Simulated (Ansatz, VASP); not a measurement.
**One calculation of CeO2, two programs**

```xyz
3
Lattice="0.0000 2.6990 2.6990 2.6990 0.0000 2.6990 2.6990 2.6990 0.0000" Properties=species:S:1:pos:R:3 pbc="T T T"
Ce    0.0000    0.0000    0.0000
O     1.3495    1.3495    1.3495
O     4.0485    4.0485    4.0485
```

Alike in both runs: functional PBEsol; k mesh 12 × 12 × 12; no spin polarisation.

Ansatz relaxed the structure, and its values are those at the end. VASP's run is a single point on that final structure, the one shown.

```csv
,VASP,Ansatz
version,VASP 6.6.1,Ansatz 0.2.0
potentials or method,"VASP PAW PBE potentials, release 64 (Ce, O), cutoff 520 eV","scalar-relativistic, plane waves, PAW"
occupations,"gaussian, width 0.01 eV",fixed
valence electrons in the cell,24,24
```

```csv
,VASP,Ansatz,Ansatz less VASP
gap on the k mesh at the Fermi level (eV),1.97,1.99,+0.023
least direct gap on the mesh (eV),2.08,2.10,+0.024
pressure (GPa),0.0,0.0,+0.03
```

VASP's potentials were made for PBE, not for PBEsol.

Spin-orbit coupling is off throughout.
